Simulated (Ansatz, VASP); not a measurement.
# Two plane-wave programs on GaSb3

File INCAR:

```
PREC = Accurate ; ENCUT = 520
EDIFF = 1E-6 ; ISMEAR = 0
SIGMA = 0.15 ; LREAL = F
LASPH = T ; NELM = 60
ALGO = Normal ; ISIF = 2
LWAVE = F ; LCHARG = F
GGA = PS ; IVDW = 12
NBANDS = 22
```

KPOINTS

```
Automatic mesh
0
Gamma
  12 12 12
```

Contents of POSCAR:

```
GaSb3
1.0
    0.0000000000      3.5855047185      3.5855047185
    3.5855047185      0.0000000000      3.5855047185
    3.5855047185      3.5855047185      0.0000000000
Ga Sb
1 3
Direct
    0.0139450381      0.0139450381     -0.0139450381
    0.2500000000      0.2500000000      0.2500000000
    0.7500000000      0.7500000000      0.7500000000
    0.5000000000      0.5000000000      0.5000000000
```

Input for Ansatz:

```yaml
crystal:
  lattice:
    - [0.0, 3.5855047185, 3.5855047185]
    - [3.5855047185, 0.0, 3.5855047185]
    - [3.5855047185, 3.5855047185, 0.0]
  atoms:
    - { symbol: Ga, position: [0.0139450381, 0.0139450381, -0.0139450381] }
    - { symbol: Sb, position: [0.25, 0.25, 0.25] }
    - { symbol: Sb, position: [0.75, 0.75, 0.75] }
    - { symbol: Sb, position: [0.5, 0.5, 0.5] }
basis:
  ecutwfc: 420
kpoints:
  mp_grid: { grid: [12, 12, 12] }
hamiltonian:
  xc: pbesol
  dispersion: d3bj
scf:
  occupations: { method: gaussian, width: 0.15 }
output:
  forces: true
  stress: true
  eigenvalues: true
```

Alike in both runs: task single point; functional PBEsol; dispersion D3(BJ); k mesh 12 × 12 × 12; occupations gaussian, width 0.15 eV; no spin polarisation.

|  | VASP | Ansatz |
| --- | --- | --- |
| version | VASP 6.6.1 | Ansatz 0.2.0 |
| potentials or method | VASP PAW PBE potentials, release 64 (Ga_d, Sb), cutoff 520 eV | scalar-relativistic, plane waves, PAW |
| valence electrons in the cell | 28 | 58 |

```csv
,VASP,Ansatz,Ansatz less VASP
gap on the k mesh at the Fermi level (eV),none,none,-
pressure (GPa),0.6,0.6,-0.07
rms of the force components (eV/Å),0.073,0.072,-0.0007
```

VASP's potentials were made for PBE, not for PBEsol. Atom by atom the forces differ by 0.001 eV/Å (rms over components). A gap of «none» marks a metal or a gap that the smearing closes. VASP's potentials hold 28 valence electrons a cell and Ansatz's 58, so a difference there can come from the potentials and not from the codes.

Neither program's run includes spin-orbit coupling.
